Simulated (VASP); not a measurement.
Input of a VASP 6.6.1 run:

INCAR

```
SYSTEM = Pd
PREC = Accurate
ENCUT = 520
EDIFF = 1E-7
ISMEAR = -1
SIGMA = 0.6
LREAL = .False.
LASPH = .True.
NELM = 100
ALGO = Normal
ISIF = 2
LWAVE = .False.
LCHARG = .False.
NBANDS = 11
```

The input KPOINTS:

```
regular mesh
0
Gamma
  14 14 14
  0 0 0
```

File POSCAR:

```
Pd
1.0
    0.0000000000      1.9211411165      1.9211411165
    1.9211411165      0.0000000000      1.9211411165
    1.9211411165      1.9211411165      0.0000000000
Pd
1
Direct
    0.0000000000      0.0000000000      0.0000000000
```

Potentials or basis: VASP PAW LDA potentials, release 64 (Pd).

Run with:

```console
$ cat potpaw_LDA.64/Pd/POTCAR > POTCAR
$ mpirun -np 1 vasp_std > vasp.out
```

(1) Predict the pressure.

(2) What does it give for the band gap on the k mesh?

## Answers

(1) 5.9 GPa.

(2) zero (band 5 reaches 10.59 eV, above the bottom of band 6 at 8.86 eV).
